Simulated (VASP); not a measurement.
Crystal: SnSe.

```
Sn Se
1.0
    11.26566    0.00000    0.00000
     0.00000    4.13337    0.00000
     0.00000    0.00000    4.39972
Sn Se
4 4
Direct
  0.87700 0.75000 0.90900
  0.62300 0.25000 0.40900
  0.37700 0.75000 0.59100
  0.12300 0.25000 0.09100
  0.64300 0.75000 0.98400
  0.85700 0.25000 0.48400
  0.14300 0.75000 0.51600
  0.35700 0.25000 0.01600
```

Base run:

- Program: VASP 6.6.1
- Functional: PBE
- Potentials or basis: VASP PAW PBE potentials, release 64 (Sn_d, Se)
- Cutoff: 520 eV
- k mesh: 3 × 6 × 6
- Occupations: fermi-dirac, width 0.05 eV
- Spin: no spin polarisation

Its results: band gap on the k mesh 0.53 eV (least direct gap 0.70 eV); pressure 5.0 GPa; largest force 0.585 eV/Å.

**Question.** The run is repeated on the same cell with these changes: dispersion from none to D3(BJ). What comes out?

**Answer.** Band gap on the k mesh 0.53 eV (least direct gap 0.70 eV); pressure 2.6 GPa; largest force 0.587 eV/Å.

Dispersion adds attraction, which lowers the pressure at fixed volume and, as a term added to the energy, leaves the levels alone.

Caveats: semilocal functionals underestimate gaps, and a narrow one can read as zero; spin-orbit coupling is left out, which moves the levels of the heavy elements; the cell stands under pressure (at least some runs).

A k mesh can miss the band edges.
